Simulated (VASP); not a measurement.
# MgO (Fm-3m) in VASP: a series of runs, part 2 of 2

VASP 6.6.1. Earlier steps stand in the parts before.

## Step 4: Relaxation of cell and atoms, r2SCAN, target pressure 4 GPa, at which the enthalpy is minimised

POSCAR reads:

```
MgO
1.0
    2.1021675162      2.1021675162      0.0000000000
   -2.1021675162      2.1021675162      0.0000000000
    0.0000000000      2.1021675162      2.1021675162
Mg O
1 1
Direct
    0.0000000000      0.0000000000      0.0000000000
    0.5000000000      0.5000000000      0.0000000000
```

INCAR.step1 reads:

```
SYSTEM = MgO
ALGO     = Normal         ! electronic algorithm
EDIFF    = 1E-4           ! SCF threshold, eV
ENCUT    = 600            ! plane-wave cutoff, eV
GGA      = PE             ! functional
ISMEAR   = 0              ! smearing method
LASPH    = .TRUE.         ! aspherical terms in the spheres
LCHARG   = .FALSE.        ! write CHGCAR
LREAL    = .FALSE.        ! projectors in reciprocal space
LWAVE    = .TRUE.         ! write WAVECAR
NELM     = 100            ! most SCF steps
PREC     = Accurate       ! precision mode
SIGMA    = 0.01           ! smearing width, eV
```

INCAR.step2 reads:

```
SYSTEM = MgO
ALGO     = Normal         ! electronic algorithm
EDIFF    = 1E-7           ! SCF threshold, eV
EDIFFG   = -0.002         ! ionic threshold
ENCUT    = 600            ! plane-wave cutoff, eV
IBRION   = 2              ! ionic algorithm
ISIF     = 3              ! what is computed and relaxed
ISMEAR   = 0              ! smearing method
ISTART   = 1            
LASPH    = .TRUE.         ! aspherical terms in the spheres
LCHARG   = .FALSE.        ! write CHGCAR
LMIXTAU  = .TRUE.       
LREAL    = .FALSE.        ! projectors in reciprocal space
LWAVE    = .FALSE.        ! write WAVECAR
METAGGA  = R2SCAN         ! meta-GGA
NELM     = 100            ! most SCF steps
NSW      = 100            ! ionic steps
PREC     = Accurate       ! precision mode
PSTRESS  = 40.0         
SIGMA    = 0.01           ! smearing width, eV
```

KPOINTS reads:

```
k-points
0
G
  10 10 10
  0 0 0
```

Potentials or basis: VASP PAW PBE potentials, release 64 (Mg, O).

The run is started by

```
$ cat potpaw_PBE.64/Mg/POTCAR potpaw_PBE.64/O/POTCAR > POTCAR
$ cp INCAR.step1 INCAR
$ mpirun -np 1 vasp_std > vasp.out
$ cp INCAR.step2 INCAR
$ mpirun -np 1 vasp_std > vasp.out
```

OUTCAR:

```text
SYSTEM = MgO
   EDIFF = 1E-7
   EDIFFG = -0.002
   ENCUT = 600
   IBRION = 2
   ISIF = 3
   ISMEAR = 0
   ISTART = 1
   LASPH = .TRUE.
   LREAL = .FALSE.
   METAGGA = R2SCAN
   NELM = 100
   NSW = 100
   PREC = Accurate
   PSTRESS = 40.0

 ion  position               nearest neighbor table
   1  0.000  0.000  0.000-   2 2.10   2 2.10   2 2.10   2 2.10   2 2.10   2 2.10
   2  0.500  0.500  0.000-   1 2.10   1 2.10   1 2.10   1 2.10   1 2.10   1 2.10

  LATTYP: Found a face centered cubic cell.
 ALAT       =     4.2043350324

  Lattice vectors:

 A1 = (   0.0000000000,   2.1021675162,   2.1021675162)
 A2 = (   2.1021675162,   0.0000000000,   2.1021675162)
 A3 = (   2.1021675162,   2.1021675162,   0.0000000000)

Analysis of symmetry for initial positions (statically):
=====================================================================
 Subroutine PRICEL returns:
 Original cell was already a primitive cell.

 Routine SETGRP: Setting up the symmetry group for a
 face centered cubic supercell.

 Subroutine GETGRP returns: Found 48 space group operations
 (whereof 48 operations were pure point group operations)
 out of a pool of 48 trial point group operations.
[... 169 lines left out ...]
  Direction    XX          YY          ZZ          XY          YZ          ZX
  --------------------------------------------------------------------------------------
  -------------------------------------------------------------------------------------
  Total       -0.1578173     -0.1578173     -0.1578173      0.0000000     -0.0000000      0.0000000
  in kB      -13.6092158    -13.6092158    -13.6092158      0.0000000     -0.0000000      0.0000000
  external PRESSURE =     -53.6092158 kB  Pullay stress =      40.0000000 kB
[... 63 lines left out ...]
--------------------------------------- Ionic step        3  -------------------------------------------

 number of electron       8.0000001 magnetization

 Free energy of the ion-electron system (eV)
  ---------------------------------------------------
  ext. energy  EPLUGINS =         0.00000000
  ---------------------------------------------------
  free energy    TOTEN  =       -16.16062028 eV

  energy without entropy =      -16.16062028  energy(sigma->0) =      -16.16062028

 E-fermi :   3.1894     XC(G=0): -11.7797

 val. band max:        3.0431520733   @ k =   0.0000   0.0000   0.0000
 cond. band min:       9.0234859314   @ k =   0.0000   0.0000   0.0000
 fundamental gap:      5.9803338581
 Fermi energy:         3.1893919381

 k-point     1 :       0.0000    0.0000    0.0000
  band No.  band energies     occupation
      1     -15.3440      2.00000
      2       3.0431      2.00000
      3       3.0432      2.00000
      4       3.0432      2.00000
      5       9.0235      0.00000
      6      20.0930      0.00000
      7      20.0930      0.00000
      8      20.0930      0.00000
[... 243 lines left out ...]
 k-point    24 :       0.4000    0.3000    0.0000
  band No.  band energies     occupation
      1     -13.7651      2.00000
      2      -0.6461      2.00000
      3       0.2733      2.00000
      4       1.9273      2.00000
      5      14.3854      0.00000
      6      16.6363      0.00000
      7      17.2135      0.00000
      8      22.6166      0.00000

 [... further k-points ...]
[... 5 lines left out ...]
  --------------------------------------------------------------------------------------
  -------------------------------------------------------------------------------------
  Total        0.4500317      0.4500317      0.4500317      0.0000000      0.0000000      0.0000000
  in kB       40.0104185     40.0104185     40.0104185      0.0000000      0.0000000      0.0000000
  external PRESSURE =       0.0104185 kB  Pullay stress =      40.0000000 kB
[... 21 lines left out ...]
  energy  without entropy=      -16.1606202840  energy(sigma->0) =      -16.16062028

  enthalpy is  TOTEN    =       -15.7107057952 eV   P V=        0.4499144888

 reached required accuracy - stopping structural energy minimisation
```

OUTCAR.step1:

```text
SYSTEM = MgO
   EDIFF = 1E-4
   ENCUT = 600
   GGA = PE
   ISMEAR = 0
   LASPH = .TRUE.
   LREAL = .FALSE.
[... 484 lines left out ...]
      0.00000      0.00000      0.00000         0.000000     -0.000000      0.000000
      0.00000      2.10217      0.00000        -0.000000      0.000000      0.000000
 -----------------------------------------------------------------------------------
    total drift:                                0.000000     -0.000000     -0.000000

  FREE ENERGIE OF THE ION-ELECTRON SYSTEM (eV)
  ---------------------------------------------------
  free  energy   TOTEN  =       -11.9058835033 eV

  energy  without entropy=      -11.9058835033  energy(sigma->0) =      -11.90588350
```

It took 74 s on 1 thread of Intel Xeon 8259CL, shared host; peak memory 0.16 GiB.

What came out:

| Quantity | Value |
| --- | --- |
| Free energy | -16.1606 eV |
| Relaxed volume | 9.01 Å³/atom |
| Relaxed cell | a = 2.943 Å, b = 2.943 Å, c = 2.943 Å, α = 60.00°, β = 60.00°, γ = 90.00° |
| Space group after relaxing (to 0.1 Å) | Fm-3m (No. 225) |
| Energy change on relaxing (the run minimises the enthalpy) | +2.2 meV/atom |
| Ionic steps | 3 |
| Pressure after relaxing | 4.0 GPa |
| Band gap on the k mesh | 5.98 eV |

The path:
```csv
step,energy change (eV),largest force (eV/Å),pressure (GPa),volume (Å³)
1,0.0000,0.0000,-1.36,18.58
2,0.0133,0.0000,6.86,17.76
3,0.0043,0.0000,4.00,18.02
```

Final structure:
```yaml
crystal:
  lattice:
    - [2.08090, 2.08090, 0.00000]
    - [-2.08090, 2.08090, 0.00000]
    - [0.00000, 2.08090, 2.08090]
  atoms:
    - { symbol: Mg, position: [0.00000, 0.00000, 0.00000] }
    - { symbol: O, position: [0.50000, 0.50000, 0.00000] }
```

Caveat: the cell is relaxed towards a set pressure, so the run minimises the enthalpy, not the energy; the PAW data sets were made with another functional, which shifts forces and pressure a little.

## Step 5: Relaxation of cell and atoms, r2SCAN, target pressure 7 GPa, at which the enthalpy is minimised

POSCAR is that of step 4.

INCAR.step1 reads:

```
SYSTEM = MgO
PREC = Accurate
ENCUT = 600
ISMEAR = 0
SIGMA = 0.01
LREAL = .False.
LASPH = .True.
NELM = 60
GGA = PE
ALGO = Normal
EDIFF = 1E-4
LWAVE = .True.
LCHARG = .False.
```

INCAR.step2 reads:

```
SYSTEM = MgO
PREC = Accurate
ENCUT = 600
EDIFF = 1E-7
ISMEAR = 0
SIGMA = 0.01
LREAL = .False.
LASPH = .True.
NELM = 60
ALGO = Normal
ISIF = 3
LWAVE = .False.
LCHARG = .False.
METAGGA = R2SCAN
LMIXTAU = .True.
IBRION = 2
NSW = 100
EDIFFG = -0.002
PSTRESS = 70.0
ISTART = 1
```

KPOINTS reads:

```
regular mesh
0
Gamma
  10 10 10
  0 0 0
```

Potentials or basis: VASP PAW PBE potentials, release 64 (Mg, O).

The run is started by

```
$ cat potpaw_PBE.64/Mg/POTCAR potpaw_PBE.64/O/POTCAR > POTCAR
$ cp INCAR.step1 INCAR
$ mpirun -np 1 vasp_std > vasp.out
$ cp INCAR.step2 INCAR
$ mpirun -np 1 vasp_std > vasp.out
```

OUTCAR:

```text
SYSTEM = MgO
   PREC = Accurate
   ENCUT = 600
   EDIFF = 1E-7
   ISMEAR = 0
   LREAL = .False.
   LASPH = .True.
   NELM = 60
   ISIF = 3
   METAGGA = R2SCAN
   IBRION = 2
   NSW = 100
   EDIFFG = -0.002
   PSTRESS = 70.0
   ISTART = 1

 ion  position               nearest neighbor table
   1  0.000  0.000  0.000-   2 2.10   2 2.10   2 2.10   2 2.10   2 2.10   2 2.10
   2  0.500  0.500  0.000-   1 2.10   1 2.10   1 2.10   1 2.10   1 2.10   1 2.10

  LATTYP: Found a face centered cubic cell.
 ALAT       =     4.2043350324

  Lattice vectors:

 A1 = (   0.0000000000,   2.1021675162,   2.1021675162)
 A2 = (   2.1021675162,   0.0000000000,   2.1021675162)
 A3 = (   2.1021675162,   2.1021675162,   0.0000000000)

Analysis of symmetry for initial positions (statically):
[... 256 lines left out ...]
  free energy    TOTEN  =       -16.15115450 eV

  energy without entropy =      -16.15115450  energy(sigma->0) =      -16.15115450

 E-fermi :   3.2572     XC(G=0): -11.8605

 val. band max:        3.1623201395   @ k =   0.0000   0.0000   0.0000
 cond. band min:       9.3083341166   @ k =   0.0000   0.0000   0.0000
 fundamental gap:      6.1460139772
 Fermi energy:         3.2571822088

 k-point     1 :       0.0000    0.0000    0.0000
  band No.  band energies     occupation
      1     -15.3080      2.00000
      2       3.1623      2.00000
      3       3.1623      2.00000
      4       3.1623      2.00000
      5       9.3083      0.00000
      6      20.3032      0.00000
      7      20.3033      0.00000
      8      20.3033      0.00000
[... 243 lines left out ...]
 k-point    24 :       0.4000    0.3000    0.0000
  band No.  band energies     occupation
      1     -13.6826      2.00000
      2      -0.5851      2.00000
      3       0.3468      2.00000
      4       2.0245      2.00000
      5      14.6024      0.00000
      6      16.9156      0.00000
      7      17.5144      0.00000
      8      22.9541      0.00000

 [... further k-points ...]
[... 5 lines left out ...]
  --------------------------------------------------------------------------------------
  -------------------------------------------------------------------------------------
  Total        0.7743542      0.7743542      0.7743542      0.0000000     -0.0000000      0.0000000
  in kB       69.9184736     69.9184736     69.9184736      0.0000000     -0.0000000      0.0000000
  external PRESSURE =      -0.0815264 kB  Pullay stress =      70.0000000 kB
[... 21 lines left out ...]
  energy  without entropy=      -16.1511544985  energy(sigma->0) =      -16.15115450

  enthalpy is  TOTEN    =       -15.3758974301 eV   P V=        0.7752570684

 reached required accuracy - stopping structural energy minimisation
```

OUTCAR.step1:

```text
SYSTEM = MgO
   PREC = Accurate
   ENCUT = 600
   ISMEAR = 0
   LREAL = .False.
   LASPH = .True.
[... 485 lines left out ...]
      0.00000      0.00000      0.00000         0.000000     -0.000000      0.000000
      0.00000      2.10217      0.00000        -0.000000      0.000000      0.000000
 -----------------------------------------------------------------------------------
    total drift:                                0.000000     -0.000000     -0.000000

  FREE ENERGIE OF THE ION-ELECTRON SYSTEM (eV)
  ---------------------------------------------------
  free  energy   TOTEN  =       -11.9058835033 eV

  energy  without entropy=      -11.9058835033  energy(sigma->0) =      -11.90588350
```

OSZICAR.step1:

```text
N       E                     dE             d eps       ncg     rms          rms(c)
DAV:   1     0.164954832722E+02    0.16495E+02   -0.53613E+03   880   0.101E+03
DAV:   2    -0.130433323688E+02   -0.29539E+02   -0.27990E+02   920   0.149E+02
DAV:   3    -0.134646883839E+02   -0.42136E+00   -0.42136E+00   976   0.204E+01
DAV:   4    -0.134653660891E+02   -0.67771E-03   -0.67771E-03   960   0.741E-01
DAV:   5    -0.134653665162E+02   -0.42711E-06   -0.42711E-06  1032   0.161E-02    0.722E+00
DAV:   6    -0.119256313330E+02    0.15397E+01   -0.10006E+01   752   0.225E+01    0.227E+00
DAV:   7    -0.119114072317E+02    0.14224E-01   -0.42802E-02   792   0.260E+00    0.132E+00
DAV:   8    -0.119059753501E+02    0.54319E-02   -0.24414E-02   760   0.240E+00    0.156E-01
DAV:   9    -0.119058835033E+02    0.91847E-04   -0.42722E-04  1032   0.186E-01
   1 F= -.11905884E+02 E0= -.11905884E+02  d E =-.294579E-46
```

It took 76 s on 1 thread of Intel Xeon 8259CL, shared host; peak memory 0.16 GiB.

What came out:

```yaml
Free_energy: -16.1512 eV
Relaxed_volume: 8.87 Å³/atom
Relaxed_cell: a = 2.928 Å, b = 2.928 Å, c = 2.928 Å, α = 60.00°, β = 60.00°, γ = 90.00°
Space_group_after_relaxing_to_0.1_Å: Fm-3m (No. 225)
Energy_change_on_relaxing_the_run_minimises_the_enthalpy: +6.9 meV/atom
Ionic_steps: 3
Pressure_after_relaxing: 7.0 GPa
Band_gap_on_the_k_mesh: 6.15 eV
```

The path:
```
step  energy change (eV)  largest force (eV/Å)  pressure (GPa)  volume (Å³)
   1              0.0000                0.0000           -1.36        18.58
   2              0.0400                0.0000           12.24        17.31
   3              0.0138                0.0000            6.99        17.74
```

Final structure:
```yaml
crystal:
  lattice:
    - [2.07019, 2.07019, 0.00000]
    - [-2.07019, 2.07019, 0.00000]
    - [0.00000, 2.07019, 2.07019]
  atoms:
    - { symbol: Mg, position: [0.00000, 0.00000, 0.00000] }
    - { symbol: O, position: [0.50000, 0.50000, 0.00000] }
```

Levels at points of the mesh, in eV from the valence-band top:
| k point | band 1 | band 2 | band 3 | band 4 | band 5 | band 6 | band 7 | band 8 |
| --- | --- | --- | --- | --- | --- | --- | --- | --- |
| (0.00, 0.00, 0.00) | -18.47 | 0.00 | 0.00 | 0.00 | 6.15 | 17.14 | 17.14 | 17.14 |
| (0.50, 0.00, 0.00) | -17.09 | -4.84 | -0.73 | -0.73 | 9.15 | 14.43 | 17.98 | 17.98 |
| (0.50, 0.50, 0.00) | -16.82 | -4.32 | -1.45 | -1.45 | 10.10 | 11.66 | 14.88 | 21.21 |

Caveat: the cell is relaxed towards a set pressure, so the run minimises the enthalpy, not the energy; the PAW data sets were made with another functional, which shifts forces and pressure a little.

## Step 6: Summary

```csv
cell,gap on the mesh (eV),pressure (GPa)
relaxed to -2 GPa,5.62,-2.0
relaxed to 2 GPa,5.87,2.0
relaxed to 4 GPa,5.98,4.0
relaxed to 7 GPa,6.15,7.0
```

Alike in all rows: task relaxation of cell and atoms; level r2SCAN; potentials or basis VASP PAW PBE potentials, release 64 (Mg, O); no spin polarisation; k mesh 10 × 10 × 10; cutoff (eV) 600; smearing gaussian 0.01 eV.

Caveats: the cell is relaxed towards a set pressure, so the run minimises the enthalpy, not the energy; the PAW data sets were made with another functional, which shifts forces and pressure a little.

Total energies depend on the potentials used, so only differences within one code and one set of settings carry meaning.
